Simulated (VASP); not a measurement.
Wanted: the native input for a VASP 6.6.1 run.

```yaml
Task: single point
Functional: r2SCAN
Potentials_or_basis: VASP PAW PBE potentials, release 64 (Mg, H)
Cutoff: 520 eV
k_mesh: 4 × 4 × 6
Occupations: gaussian, width 0.01 eV
Spin: no spin polarisation
Dipole_correction: no
Further_INCAR_settings: ALGO = Normal; EDIFF = 1e-06; NBANDS = 13
```

Crystal: MgH2.

```
Mg H
1.0
     4.48488    0.00000    0.00000
     0.00000    4.48488    0.00000
     0.00000    0.00000    2.99648
Mg H
2 4
Direct
  0.00000 0.00000 0.00000
  0.50000 0.50000 0.50000
  0.30468 0.30468 0.00000
  0.19532 0.80468 0.50000
  0.80468 0.19532 0.50000
  0.69532 0.69532 0.00000
```

These files were run (other wordings do the same):

POSCAR

```
MgH2
1.0
    4.4848772627      0.0000000000      0.0000000000
    0.0000000000      4.4848772627      0.0000000000
    0.0000000000      0.0000000000      2.9964754819
Mg H
2 4
Direct
    0.0000000000      0.0000000000      0.0000000000
    0.5000000000      0.5000000000      0.5000000000
    0.3046815063      0.3046815063      0.0000000000
    0.1953184937      0.8046815063      0.5000000000
    0.8046815063      0.1953184937      0.5000000000
    0.6953184937      0.6953184937      0.0000000000
```

INCAR.step1

```
SYSTEM = MgH2
  ALGO = Normal
  EDIFF = 1E-4
  ENCUT = 520
  GGA = PE
  ISMEAR = 0
  LASPH = .TRUE.
  LCHARG = .FALSE.
  LREAL = .FALSE.
  LWAVE = .TRUE.
  NBANDS = 13
  NELM = 80
  PREC = Accurate
  SIGMA = 0.01
```

INCAR.step2

```
SYSTEM = MgH2
  ALGO = Normal
  EDIFF = 1E-6
  ENCUT = 520
  ISIF = 2
  ISMEAR = 0
  ISTART = 1
  LASPH = .TRUE.
  LCHARG = .TRUE.
  LELF = .TRUE.
  LMIXTAU = .TRUE.
  LREAL = .FALSE.
  LVHAR = .TRUE.
  LWAVE = .FALSE.
  METAGGA = R2SCAN
  NBANDS = 13
  NELM = 80
  PREC = Accurate
  SIGMA = 0.01
```

KPOINTS

```
k-points
0
G
  4 4 6
  0 0 0
```

Potentials or basis: VASP PAW PBE potentials, release 64 (Mg, H).

The run is started by

```console
$ cat potpaw_PBE.64/Mg/POTCAR potpaw_PBE.64/H/POTCAR > POTCAR
$ cp INCAR.step1 INCAR
$ mpirun -np 1 vasp_std > vasp.out
$ cp INCAR.step2 INCAR
$ mpirun -np 1 vasp_std > vasp.out
```

Results of the run:

| Item | Value |
| --- | --- |
| Pressure | -0.4 GPa |
| Band gap on the k mesh | 4.59 eV, indirect (least direct gap 5.38 eV) |

Caveat: the PAW data sets were made with another functional, which shifts forces and pressure a little.

It used 92 s of CPU time on 1 thread of AMD EPYC 7R13 Processor (Zen 3), with other jobs on the host.
